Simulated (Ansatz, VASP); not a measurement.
**Two plane-wave programs on Nb**

```xyz
1
Lattice="2.6125 0.0000 0.0000 0.0000 2.6125 0.0000 0.0000 0.0000 2.6125" Properties=species:S:1:pos:R:3 pbc="T T T"
Nb    0.0000    0.0000    0.0000
```

Alike in both runs: task single point; functional PBEsol; k mesh 13 × 13 × 13; occupations fermi-dirac, width 0.1 eV; no spin polarisation.

|  | VASP | Ansatz |
| --- | --- | --- |
| version | VASP 6.6.1 | Ansatz 0.2.0 |
| potentials or method | VASP PAW PBE potentials, release 64 (Nb_sv), cutoff 520 eV | plane waves (420 eV) with PAW, scalar-relativistic |
| valence electrons in the cell | 13 | 13 |

Ansatz gave:

```
pressure (GPa) : 13.5
```

Estimate VASP's values.

pressure (GPa): 13.4.

VASP's potentials were made for PBE, not for PBEsol, and Ansatz warns of the same on its side.
